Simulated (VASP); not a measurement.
Wanted: the native input for a VASP 6.6.1 run.

- Task: single point
- Functional: LDA
- Potentials or basis: VASP PAW LDA potentials, release 64 (W_sv, N)
- Cutoff: 520 eV
- k mesh: 5 × 5 × 5
- Occupations: fermi-dirac, width 0.02 eV
- Spin: no spin polarisation
- Dipole correction: no
- Further INCAR settings: ALGO = Normal; EDIFF = 1e-07; NBANDS = 40

The structure of W3N4 lies in POSCAR:

```
W3N4
1.0
    4.1542358638      0.0000000000      0.0000000000
    0.0000000000      4.1542358638      0.0000000000
    0.0000000000      0.0000000000      4.1542358638
W N
3 4
Direct
    0.5000000000      0.5000000000      0.0000000000
    0.0000000000      0.5000000000      0.5000000000
    0.5000000000      0.0000000000      0.5000000000
    0.5000000000      0.5000000000      0.5000000000
    0.5000000000      0.0000000000      0.0000000000
    0.0000000000      0.5000000000      0.0000000000
    0.0000000000      0.0000000000      0.5000000000
```

These files were run (other wordings do the same):

INCAR

```
SYSTEM = W3N4
PREC = Accurate
ENCUT = 520
EDIFF = 1E-7
ISMEAR = -1
SIGMA = 0.02
LREAL = .False.
LASPH = .True.
NELM = 100
ALGO = Normal
ISIF = 2
LWAVE = .False.
LCHARG = .True.
LELF = .True.
LVHAR = .True.
NBANDS = 40
```

KPOINTS

```
Automatic mesh
0
Gamma
  5 5 5
  0 0 0
```

Potentials or basis: VASP PAW LDA potentials, release 64 (W_sv, N).

Command:

```bash
$ cat potpaw_LDA.64/W_sv/POTCAR potpaw_LDA.64/N/POTCAR > POTCAR
$ mpirun -np 1 vasp_std > vasp.out
```

It gave:

| Item | Value |
| --- | --- |
| Pressure | 2.9 GPa |
| Band gap on the k mesh | zero (band 31 reaches 11.74 eV, above the bottom of band 32 at 9.85 eV) |

Caveat: spin-orbit coupling is left out, which moves the levels of the heavy elements.

It took 9.8 s on 1 thread of Intel(R) Xeon(R) 6975P-C (Granite Rapids) (shared host), peak memory 0.16 GiB.
